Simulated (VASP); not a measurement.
**Sr: single point with PBEsol**

The system is Sr.

```
Sr
1.0
     1.18960    3.73873    3.73873
     3.73873    1.18960    3.73873
     3.73873    3.73873    1.18960
Sr
1
Cartesian
  0.0000 0.0000 0.0000
```

This cell differs from its parent crystal: ratio of the length along [111] to the lengths across it x 1.7, volume and fractional coordinates fixed.

```yaml
Program: VASP 6.6.1
Task: single point
Functional: PBEsol
Potentials_or_basis: VASP PAW PBE potentials, release 64 (Sr_sv)
Cutoff: 520 eV
k_mesh: 10 × 10 × 10
Occupations: gaussian, width 0.03 eV
Spin: no spin polarisation
```

```
Pressure               : 3.0 GPa
Band gap on the k mesh : zero (band 5 reaches 1.91 eV, above the bottom of band 6 at 0.43 eV)
```

Stress tensor (GPa, compression positive):
```
 3.02 -3.50 -3.50
-3.50  3.02 -3.50
-3.50 -3.50  3.02
```

Levels at points of the mesh, in eV from the Fermi level:
| k point | band 2 | band 3 | band 4 | band 5 | band 6 | band 7 | band 8 | band 9 |
| --- | --- | --- | --- | --- | --- | --- | --- | --- |
| (0.00, 0.00, 0.00) | -18.46 | -18.07 | -18.07 | -3.40 | 0.26 | 2.82 | 2.82 | 3.34 |
| (0.50, 0.00, 0.00) | -18.81 | -18.35 | -18.24 | -0.74 | 0.71 | 1.42 | 2.64 | 4.13 |
| (0.50, 0.50, 0.00) | -18.81 | -18.35 | -18.24 | -0.64 | 0.20 | 1.92 | 3.58 | 4.05 |
| (0.50, 0.50, 0.50) | -18.48 | -18.07 | -18.07 | -2.57 | -0.75 | 2.79 | 2.79 | 3.03 |

It took 3 min on 1 thread of Intel(R) Xeon(R) Platinum 8488C (Sapphire Rapids), on a shared host, peak memory 0.28 GiB.

Caveat: the PAW data sets were made with another functional, which shifts forces and pressure a little.
